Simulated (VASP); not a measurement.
# La2O (Fmmm) in VASP: single point with PBE

Aim: the single point of La2O with PBE.

Everything below comes from runs of VASP 6.6.1. Logs are shortened: lines on timing, memory, paths and dates and some standing lists are left out, and cuts for length are marked.

### 1 The cell of the first run

Symmetry: Fmmm, No. 69, orthorhombic system. The conventional cell has a = 3.513 Å, b = 6.818 Å, c = 12.105 Å, α = 90.00°, β = 90.00°, γ = 90.00°. Within 3.3 Å of La (site symmetry mm2) lie 2 O at 2.48 Å and 2 La at 3.10 Å. O (site symmetry mmm) has 4 La at 2.48 Å within 3.3 Å.

The cell was built from a structure type or drawn by symmetry, and may not be a known phase.

### 2 Single point, PBE

INCAR reads:

```
ALGO = Normal
EDIFF = 1E-6
ENCUT = 520
GGA = PE
ISIF = 2
ISMEAR = 0
LASPH = T
LCHARG = F
LREAL = F
LWAVE = F
NBANDS = 21
NELM = 80
PREC = Accurate
SIGMA = 0.2
```

KPOINTS reads:

```
k-points
0
Gamma
  7 7 7
```

POSCAR reads:

```
La2O
1.0
    0.0000000000      3.4089209046      6.0522939360
    1.7565959508      0.0000000000      6.0522939360
    1.7565959508      3.4089209046      0.0000000000
La O
2 1
Direct
    0.3557510003      0.3557510003      0.6442489997
    0.6442489997      0.6442489997      0.3557510003
    0.0000000000      0.0000000000      0.0000000000
```

Potentials or basis: VASP PAW PBE potentials, release 64 (La, O).

Started as:

```bash
> cat potpaw_PBE.64/La/POTCAR potpaw_PBE.64/O/POTCAR > POTCAR
> mpirun -np 1 vasp_std > vasp.out
```

OUTCAR:

```text
EDIFF = 1E-6
   ENCUT = 520
   GGA = PE
   ISIF = 2
   ISMEAR = 0
   LASPH = T
   LREAL = F
   NELM = 80
   PREC = Accurate

 ion  position               nearest neighbor table
   1  0.356  0.356  0.644-   3 2.48   3 2.48   2 3.10   2 3.10   2 3.49
   2  0.644  0.644  0.356-   3 2.48   3 2.48   1 3.10   1 3.10   1 3.49
   3  0.000  0.000  0.000-   2 2.48   2 2.48   1 2.48   1 2.48

  LATTYP: Found a face centered orthorhombic cell.
 ALAT       =     3.5131919016
 B/A-ratio  =     1.9406403066
 C/A-ratio  =     3.4454673161

  Lattice vectors:

 A1 = (   0.0000000000,   3.4089209046,   6.0522939360)
 A2 = (   1.7565959508,   0.0000000000,   6.0522939360)
 A3 = (   1.7565959508,   3.4089209046,   0.0000000000)

Analysis of symmetry for initial positions (statically):
=====================================================================
 Subroutine PRICEL returns:
 Original cell was already a primitive cell.

 Routine SETGRP: Setting up the symmetry group for a
 face centered orthorhombic supercell.

 Subroutine GETGRP returns: Found  8 space group operations
 (whereof  8 operations were pure point group operations)
 out of a pool of  8 trial point group operations.

The static configuration has the point symmetry D_2h.

Analysis of symmetry for dynamics (positions and initial velocities):
=====================================================================
 Subroutine PRICEL returns:
 Original cell was already a primitive cell.

 Routine SETGRP: Setting up the symmetry group for a
 face centered orthorhombic supercell.

 Subroutine GETGRP returns: Found  8 space group operations
 (whereof  8 operations were pure point group operations)
 out of a pool of  8 trial point group operations.

The dynamic configuration has the point symmetry D_2h.

 Subroutine INISYM returns: Found  8 space group operations
 (whereof  8 operations are pure point group operations),
 and found     1 'primitive' translations

----------------------------------------------------------------------------------------

                                     Primitive cell

  volume of cell :      72.4834

  direct lattice vectors                    reciprocal lattice vectors
     0.000000000  3.408920905  6.052293936    -0.284641439  0.146673981  0.082613304
     1.756595951  0.000000000  6.052293936     0.284641439 -0.146673981  0.082613304
[... 85 lines left out ...]
   ENCUT  =  520.0 eV  38.22 Ry    6.18 a.u.  12.92 11.72  7.13*2*pi/ulx,y,z
   NELM   =     80;   NELMIN=  2; NELMDL= -5     # of ELM steps
   EDIFF  = 0.1E-05   stopping-criterion for ELM
   LREAL  =      F    real-space projection
   EDIFFG = 0.1E-04   stopping-criterion for IOM
   NSW    =      0    number of steps for IOM
   IBRION =     -1    ionic relax: 0-MD 1-quasi-New 2-CG
   NFREE  =      0    steps in history (QN), initial steepest desc. (CG)
   ISIF   =      2    stress and relaxation
   ISYM   =      2    0-nonsym 1-usesym 2-fastsym
   POTIM  = 0.5000    time-step for ionic-motion
   TEBEG  =    0.0;   TEEND  =   0.0 temperature during run
   PSTRESS=    0.0 pullay stress
   NELECT =      28.0000    total number of electrons
   NUPDOWN=      -1.0000    fix difference up-down
   EMIN   =  10.00;   EMAX   =-10.00  energy-range for DOS
   EFERMI =   0.00;   METHOD = LEGACY
   ISMEAR =     0;   SIGMA  =   0.20  broadening in eV -4-tet -1-fermi 0-gaus
   EFERMI_NEDOS =   21; number of points for ismear=-14 and -15
   IALGO  =     38    algorithm
   IMIX   =      4    mixing-type and parameters
     AMIX     =   0.40;   BMIX     =  1.00
     AMIX_MAG =   1.60;   BMIX_MAG =  1.00
  volume/ion in A,a.u.               =      24.16       163.05
  Fermi-wavevector in a.u.,A,eV,Ry     =   1.192288  2.253098 19.341377  1.421551
  Thomas-Fermi vector in A             =   2.328330
   LORBIT       =      0    0 simple, 1 ext, 2 COOP (PROOUT), +10 PAW based schemes
   GGA     = PE    functional components
   LHFCALC =     F    Hartree Fock is set to
   AEXX    =    0.0000 exact exchange contribution
   IVDW    =     0    specifies the selected vdW correction
   LEPSILON=     F    determine dielectric tensor
   LRPA    =     F    only Hartree local field effects (RPA)
 non-spin polarized calculation
 Gauss-broadening in eV      SIGMA  =   0.20
  energy-cutoff  :      520.00
  volume of cell :       72.48
 maximum number of plane-waves:      1969
 NGX is ok and might be reduce to    54
   NGX = 25   NGY = 23   NGZ = 15

 number of electron      28.0000000 magnetization

 Free energy of the ion-electron system (eV)
  ---------------------------------------------------
  ext. energy  EPLUGINS =         0.00000000
  ---------------------------------------------------
  free energy    TOTEN  =       -19.37673810 eV

  energy without entropy =      -19.35108631  energy(sigma->0) =      -19.36391220

 E-fermi :   8.9167     XC(G=0): -10.0768

 val. band max:        8.8894216377   @ k =  -0.4286   0.0000   0.2857
 cond. band min:       8.9278373218   @ k =   0.4286   0.4286   0.0000
 fundamental gap:      0.0384156841
 Fermi energy:         8.9167334279

 k-point     1 :       0.0000    0.0000    0.0000
  band No.  band energies     occupation
      1     -24.1900      2.00000
      2     -23.6209      2.00000
      3     -11.0581      2.00000
      4      -7.5011      2.00000
      5      -7.2939      2.00000
      6      -7.2654      2.00000
[... 565 lines left out ...]
     20      10.6235      0.00000
     21      10.6725      0.00000

 [... further k-points ...]

------------------------ aborting loop because EDIFF is reached ----------------------------------------

  FORCE on cell =-STRESS in cart. coord.  units (eV):
  Direction    XX          YY          ZZ          XY          YZ          ZX
  --------------------------------------------------------------------------------------
  -------------------------------------------------------------------------------------
  Total       -0.1305137     -0.2523282     -0.3730474     -0.0000000      0.0000000      0.0000000
  in kB       -2.8848811     -5.5774736     -8.2458577     -0.0000000      0.0000000      0.0000000
  external PRESSURE =      -5.5694041 kB  Pullay stress =       0.0000000 kB

 VOLUME and BASIS-vectors are now :
 -----------------------------------------------------------------------------
  energy-cutoff  :      520.00
  volume of cell :       72.48
      direct lattice vectors                 reciprocal lattice vectors
     0.000000000  3.408920905  6.052293936    -0.284641439  0.146673981  0.082613304
     1.756595951  0.000000000  6.052293936     0.284641439 -0.146673981  0.082613304
     1.756595951  3.408920905  0.000000000     0.284641439  0.146673981 -0.082613304

 POSITION                                       TOTAL-FORCE (eV/Angst)
 -----------------------------------------------------------------------------------
      1.75660      3.40892      4.30622         0.000000      0.000000      0.060910
      1.75660      3.40892      7.79837         0.000000      0.000000     -0.060910
      0.00000      0.00000      0.00000         0.000000      0.000000      0.000000
 -----------------------------------------------------------------------------------
    total drift:                                0.000000      0.000000      0.000000

  FREE ENERGIE OF THE ION-ELECTRON SYSTEM (eV)
  ---------------------------------------------------
  free  energy   TOTEN  =       -19.3767380973 eV

  energy  without entropy=      -19.3510863061  energy(sigma->0) =      -19.36391220
```

OSZICAR:

```text
N       E                     dE             d eps       ncg     rms          rms(c)
DAV:   1     0.315098953936E+03    0.31510E+03   -0.10106E+04  2696   0.194E+03
DAV:   2     0.410128622051E+02   -0.27409E+03   -0.26671E+03  4176   0.327E+02
DAV:   3    -0.163601337117E+02   -0.57373E+02   -0.54224E+02  4399   0.174E+02
DAV:   4    -0.208207447472E+02   -0.44606E+01   -0.44233E+01  5120   0.405E+01
DAV:   5    -0.211880692370E+02   -0.36732E+00   -0.36509E+00  4776   0.129E+01    0.883E+00
DAV:   6    -0.195526748902E+02    0.16354E+01   -0.16411E+01  3880   0.195E+01    0.539E+00
DAV:   7    -0.193841177305E+02    0.16856E+00   -0.26566E+00  5256   0.148E+01    0.239E+00
DAV:   8    -0.193807776146E+02    0.33401E-02   -0.33591E-01  4352   0.393E+00    0.925E-01
DAV:   9    -0.193800354715E+02    0.74214E-03   -0.19592E-01  5032   0.323E+00    0.452E-01
DAV:  10    -0.193761620883E+02    0.38734E-02   -0.36876E-02  4168   0.122E+00    0.945E-02
DAV:  11    -0.193766817152E+02   -0.51963E-03   -0.35258E-03  5000   0.475E-01    0.432E-02
DAV:  12    -0.193767332301E+02   -0.51515E-04   -0.19778E-04  4128   0.112E-01    0.137E-02
DAV:  13    -0.193767373710E+02   -0.41409E-05   -0.45443E-05  5224   0.546E-02    0.431E-03
DAV:  14    -0.193767380973E+02   -0.72634E-06   -0.37914E-06  3856   0.151E-02
   1 F= -.19376738E+02 E0= -.19363912E+02  d E =-.256518E-01
```

Run time: 100 s. Hardware: 1 thread of Intel Xeon 6975P-C (Granite Rapids), shared host; peak memory 0.33 GiB.

What came out:

```
Free energy            : -19.3767 eV
Pressure               : -0.6 GPa
Largest force          : 0.061 eV/Å
Band gap on the k mesh : zero (bands 14 and 15 overlap by 0.66 eV)
```

Forces in eV/Å, atoms in the order of the input:
```
La   0.000  0.000  0.061
La   0.000  0.000 -0.061
O    0.000  0.000  0.000
```

Caveat: spin-orbit coupling is left out, which moves the levels of the heavy elements.
